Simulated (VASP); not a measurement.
# MnHg (R3m) in VASP: a series of runs, part 2 of 2

VASP 6.6.1. Earlier steps stand in the parts before.

### Step 4. Electric field gradients, PBE, collinear spin, ferromagnetic start

INCAR reads:

```
SYSTEM = MnHg
  PREC = Accurate
  ENCUT = 520
  EDIFF = 1E-8
  ISMEAR = -1
  SIGMA = 0.05
  LREAL = .FALSE.
  LASPH = .TRUE.
  NELM = 150
  ALGO = Normal
  ISIF = 2
  LWAVE = .FALSE.
  LCHARG = .FALSE.
  ISPIN = 2
  MAGMOM = 4 0
  LORBIT = 11
  LMAXMIX = 4
  GGA = PE
  LEFG = .TRUE.
  NBANDS = 24
```

KPOINTS reads:

```
regular mesh
0
G
  9 9 9
  0 0 0
```

POSCAR reads:

```
MnHg
1.0
    3.3150000000      0.0000000000      0.0000000000
    0.0000000000      3.3150000000      0.0000000000
    0.0000000000      0.0000000000      3.3150000000
Mn Hg
1 1
Direct
    0.4700000000      0.4700000000      0.4700000000
    0.0300000000      0.0300000000      0.0300000000
```

Potentials or basis: VASP PAW PBE potentials, release 64 (Mn_pv, Hg).

Run with:

```bash
cat potpaw_PBE.64/Mn_pv/POTCAR potpaw_PBE.64/Hg/POTCAR > POTCAR
mpirun -np 1 vasp_std > vasp.out
```

OUTCAR:

```text
SYSTEM = MnHg
   PREC = Accurate
   ENCUT = 520
   EDIFF = 1E-8
   ISMEAR = -1
   LREAL = .FALSE.
   LASPH = .TRUE.
   NELM = 150
   ISIF = 2
   ISPIN = 2
   LORBIT = 11
   GGA = PE

 ion  position               nearest neighbor table
   1  0.470  0.470  0.470-   2 2.53   2 2.78   2 2.78   2 2.78   2 3.00   2 3.00   2 3.00   2 3.22

   2  0.030  0.030  0.030-   1 2.53   1 2.78   1 2.78   1 2.78   1 3.00   1 3.00   1 3.00   1 3.22

  LATTYP: Found a simple cubic cell.
 ALAT       =     3.3150000000

  Lattice vectors:

 A1 = (   3.3150000000,   0.0000000000,   0.0000000000)
 A2 = (   0.0000000000,   3.3150000000,   0.0000000000)
 A3 = (   0.0000000000,   0.0000000000,   3.3150000000)

Analysis of symmetry for initial positions (statically):
=====================================================================
 Subroutine PRICEL returns:
 Original cell was already a primitive cell.

 Routine SETGRP: Setting up the symmetry group for a
 simple cubic supercell.

 Subroutine GETGRP returns: Found  6 space group operations
 (whereof  6 operations were pure point group operations)
 out of a pool of 48 trial point group operations.

The static configuration has the point symmetry C_3v.

Analysis of symmetry for dynamics (positions and initial velocities):
=====================================================================
 Subroutine PRICEL returns:
 Original cell was already a primitive cell.

 Routine SETGRP: Setting up the symmetry group for a
 simple cubic supercell.

 Subroutine GETGRP returns: Found  6 space group operations
 (whereof  6 operations were pure point group operations)
 out of a pool of 48 trial point group operations.

The dynamic configuration has the point symmetry C_3v.

Analysis of structural, dynamic, and magnetic symmetry:
=====================================================================
 Subroutine PRICEL returns:
 Original cell was already a primitive cell.

 Routine SETGRP: Setting up the symmetry group for a
 simple cubic supercell.

 Subroutine GETGRP returns: Found  6 space group operations
 (whereof  6 operations were pure point group operations)
 out of a pool of 48 trial point group operations.

The overall configuration has the point symmetry C_3v.

 Subroutine INISYM returns: Found  6 space group operations
 (whereof  6 operations are pure point group operations),
 and found     1 'primitive' translations

----------------------------------------------------------------------------------------

                                     Primitive cell

  volume of cell :      36.4293

  direct lattice vectors                    reciprocal lattice vectors
     3.315000000  0.000000000  0.000000000     0.301659125  0.000000000  0.000000000
     0.000000000  3.315000000  0.000000000     0.000000000  0.301659125  0.000000000
     0.000000000  0.000000000  3.315000000     0.000000000  0.000000000  0.301659125

  length of vectors
[... 108 lines left out ...]
   LHFCALC =     F    Hartree Fock is set to
   AEXX    =    0.0000 exact exchange contribution
   IVDW    =     0    specifies the selected vdW correction
   LEPSILON=     F    determine dielectric tensor
   LRPA    =     F    only Hartree local field effects (RPA)
 spin polarized calculation
  energy-cutoff  :      520.00
  volume of cell :       36.43
 maximum number of plane-waves:       993
 NGX is ok and might be reduce to    28
   NGX = 13   NGY = 13   NGZ = 13

 number of electron      24.9999994 magnetization       3.8020496

 Free energy of the ion-electron system (eV)
  ---------------------------------------------------
  ext. energy  EPLUGINS =         0.00000000
  ---------------------------------------------------
  free energy    TOTEN  =        -8.27090137 eV

  energy without entropy =       -8.25491539  energy(sigma->0) =       -8.26290838

 E-fermi :   5.5308     XC(G=0): -11.6579

 val. band max:        5.5223815522   @ k =  -0.4444   0.2222   0.2222
 cond. band min:       5.5388783841   @ k =  -0.3333   0.2222   0.2222
 fundamental gap:      0.0164968319
 Fermi energy:         5.5307945924

 spin component 1

 k-point     1 :       0.0000    0.0000    0.0000
  band No.  band energies     occupation
      1     -44.5719      1.00000
      2     -44.5450      1.00000
      3     -44.5450      1.00000
      4      -4.1249      1.00000
      5      -2.8467      1.00000
      6      -2.8467      1.00000
[... 637 lines left out ...]
     23      22.7731      0.00000
     24      23.3885      0.00000

 [... further k-points ...]

 spin component 2

 k-point     1 :       0.0000    0.0000    0.0000
  band No.  band energies     occupation
      1     -40.6173      1.00000
      2     -40.5843      1.00000
      3     -40.5843      1.00000
      4      -3.9328      1.00000
      5      -2.8280      1.00000
      6      -2.8280      1.00000
[... 637 lines left out ...]
     23      23.2118      0.00000
     24      23.7164      0.00000

 [... further k-points ...]

------------------------ aborting loop because EDIFF is reached ----------------------------------------

  FORCE on cell =-STRESS in cart. coord.  units (eV):
  Direction    XX          YY          ZZ          XY          YZ          ZX
  --------------------------------------------------------------------------------------
  -------------------------------------------------------------------------------------
  Total        1.0032821      1.0032821      1.0032821      0.6680561      0.6680561      0.6680561
  in kB       44.1248295     44.1248295     44.1248295     29.3814287     29.3814287     29.3814287
  external PRESSURE =      44.1248295 kB  Pullay stress =       0.0000000 kB

 VOLUME and BASIS-vectors are now :
 -----------------------------------------------------------------------------
  energy-cutoff  :      520.00
  volume of cell :       36.43
      direct lattice vectors                 reciprocal lattice vectors
     3.315000000  0.000000000  0.000000000     0.301659125  0.000000000  0.000000000
     0.000000000  3.315000000  0.000000000     0.000000000  0.301659125  0.000000000
     0.000000000  0.000000000  3.315000000     0.000000000  0.000000000  0.301659125

 POSITION                                       TOTAL-FORCE (eV/Angst)
 -----------------------------------------------------------------------------------
      1.55805      1.55805      1.55805         0.872842      0.872842      0.872842
      0.09945      0.09945      0.09945        -0.872842     -0.872842     -0.872842
 -----------------------------------------------------------------------------------
    total drift:                               -0.000777     -0.000777     -0.000762

  FREE ENERGIE OF THE ION-ELECTRON SYSTEM (eV)
  ---------------------------------------------------
  free  energy   TOTEN  =        -8.2709013745 eV

  energy  without entropy=       -8.2549153946  energy(sigma->0) =       -8.26290838

 Electric field gradients (V/A^2)
---------------------------------------------------------------------
 ion       V_xx      V_yy      V_zz      V_xy      V_xz      V_yz
---------------------------------------------------------------------
   1      -0.000    -0.000     0.000    -2.091    -2.091    -2.091
   2      -0.000     0.000     0.000     9.548     9.548     9.548
---------------------------------------------------------------------

 Electric field gradients after diagonalization (V/A^2)
 (convention: |V_zz| > |V_xx| > |V_yy|)
----------------------------------------------------------------------
 ion       V_xx      V_yy      V_zz     asymmetry (V_yy - V_xx)/ V_zz
----------------------------------------------------------------------
   1       2.091     2.091    -4.183       0.000
   2      -9.548    -9.548    19.096       0.000
----------------------------------------------------------------------

           NMR quadrupolar parameters

 Cq : quadrupolar parameter    Cq=e*Q*V_zz/h
 eta: asymmetry parameters     (V_yy - V_xx)/ V_zz
 Q  : nuclear electric quadrupole moment in mb (millibarn)
----------------------------------------------------------------------
 ion       Cq(MHz)       eta       Q (mb)
----------------------------------------------------------------------
   1      -0.010       0.000       1.000
   2       0.046       0.000       1.000
----------------------------------------------------------------------

 total charge

# of ion       s       p       d       tot
------------------------------------------
    1        0.260   6.180   5.007  11.448
    2        0.838   0.526   9.260  10.623
--------------------------------------------------
tot          1.098   6.706  14.267  22.071

 magnetization (x)

# of ion       s       p       d       tot
------------------------------------------
    1        0.027   0.012   3.703   3.742
    2       -0.047  -0.064   0.055  -0.056
--------------------------------------------------
tot         -0.020  -0.052   3.758   3.686
```

OSZICAR:

```text
N       E                     dE             d eps       ncg     rms          rms(c)
DAV:   1     0.235642817776E+03    0.23564E+03   -0.13630E+04  8168   0.117E+03
DAV:   2    -0.104437711673E+01   -0.23669E+03   -0.22494E+03  8536   0.344E+02
DAV:   3    -0.867410409567E+01   -0.76297E+01   -0.76052E+01  9728   0.694E+01
DAV:   4    -0.872946807903E+01   -0.55364E-01   -0.55360E-01  9160   0.560E+00
DAV:   5    -0.873029964866E+01   -0.83157E-03   -0.83156E-03  9928   0.625E-01    0.103E+01
DAV:   6    -0.844777167807E+01    0.28253E+00   -0.63564E+00  9368   0.190E+01    0.748E+00
DAV:   7    -0.828825276865E+01    0.15952E+00   -0.18704E+00  9552   0.120E+01    0.501E+00
DAV:   8    -0.827339548975E+01    0.14857E-01   -0.60283E-02  8728   0.173E+00    0.260E+00
DAV:   9    -0.827095647012E+01    0.24390E-02   -0.17116E-02  9744   0.901E-01    0.869E-01
DAV:  10    -0.827085906229E+01    0.97408E-04   -0.21986E-03  8584   0.440E-01    0.833E-02
DAV:  11    -0.827088870664E+01   -0.29644E-04   -0.92548E-05  9576   0.895E-02    0.300E-02
DAV:  12    -0.827089779826E+01   -0.90916E-05   -0.17423E-05  9184   0.312E-02    0.189E-02
DAV:  13    -0.827090120928E+01   -0.34110E-05   -0.37741E-06  9256   0.149E-02    0.846E-03
DAV:  14    -0.827090123155E+01   -0.22267E-07   -0.42217E-07  9240   0.527E-03    0.267E-03
DAV:  15    -0.827090133430E+01   -0.10276E-06   -0.19182E-07  8936   0.305E-03    0.925E-04
DAV:  16    -0.827090139629E+01   -0.61993E-07   -0.18915E-08  7784   0.969E-04    0.558E-04
DAV:  17    -0.827090138077E+01    0.15521E-07   -0.25945E-09  4376   0.376E-04    0.190E-04
DAV:  18    -0.827090137446E+01    0.63151E-08   -0.54852E-10  4168   0.163E-04
   1 F= -.82709014E+01 E0= -.82629084E+01  d E =-.159860E-01  mag=     3.8021
```

Run time: 3.2 min. Hardware: 1 thread of Intel Xeon 8259CL, shared host; peak memory 0.26 GiB.

Results:

* Free energy: -8.2709 eV
* Pressure: 4.4 GPa
* Largest force: 1.512 eV/Å
* Net moment: 3.80 μB per cell
* Site moments: Mn +3.74; Hg -0.06 μB
* Largest electric field gradient by atom: Mn -4.2; Hg +19.1 V/Å²
* Valence electrons inside the program's atomic spheres: Mn 11.45; Hg 10.62

Forces in eV/Å, atoms in the order of the input:
```
Mn   0.873  0.873  0.873
Hg  -0.873 -0.873 -0.873
```

Electric field gradients, principal values (V/Å²):
```
atom   least  middle  greatest (by size)
1 Mn   2.091   2.091              -4.183
2 Hg  -9.548  -9.548              19.096
```

Caveat: the cell stands under pressure; without QUAD_EFG the Cq values of the log hold for a quadrupole moment of 1 mb, not for the nuclei; spin-orbit coupling is left out, which moves the levels of the heavy elements; forces of over 1 eV/Å act on the atoms, so gaps and moduli don't describe the material at rest.
